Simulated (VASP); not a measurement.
Set up this calculation in VASP 6.6.1, as the native input.

```
Task                   : single point
Functional             : PBE
Potentials or basis    : VASP PAW PBE potentials, release 64 (Lu)
Cutoff                 : 520 eV
k mesh                 : 38 × 38 × 38
Occupations            : fermi-dirac, width 0.0612256 eV
Spin                   : no spin polarisation
Dipole correction      : no
Further INCAR settings : ALGO = Normal; EDIFF = 1e-06; NBANDS = 18
```

The structure of Lu lies in POSCAR:

```
Lu
1.0
    0.0000000000      2.4374253285      2.4374253285
    2.4374253285      0.0000000000      2.4374253285
    2.4374253285      2.4374253285      0.0000000000
Lu
1
Direct
    0.0000000000      0.0000000000      0.0000000000
```

This isn't the form of Lu at room conditions, which is hcp.

One way to write it, as run:

INCAR

```
SYSTEM = Lu
ALGO = Normal ; EDIFF = 1E-6
ENCUT = 520 ; GGA = PE
ISIF = 2 ; ISMEAR = -1
LASPH = .TRUE. ; LCHARG = .TRUE.
LELF = .TRUE. ; LREAL = .FALSE.
LVHAR = .TRUE. ; LWAVE = .FALSE.
NBANDS = 18 ; NELM = 100
PREC = Accurate ; SIGMA = 0.06122561905347299
```

KPOINTS

```
k-points
0
G
  38 38 38
  0 0 0
```

Potentials or basis: VASP PAW PBE potentials, release 64 (Lu).

The run is started by

```sh
$ cat potpaw_PBE.64/Lu/POTCAR > POTCAR
$ mpirun -np 1 vasp_std > vasp.out
```

It gave:

| Item | Value |
| --- | --- |
| Pressure | 0.2 GPa |
| Band gap on the k mesh | zero (an odd number of electrons rules out a gap without spin polarisation) |

Caveat: spin-orbit coupling is left out, which moves the levels of the heavy elements.

Wall time 18 min on 1 thread of Intel Xeon 8259CL, on a shared host, peak memory 0.8 GiB.
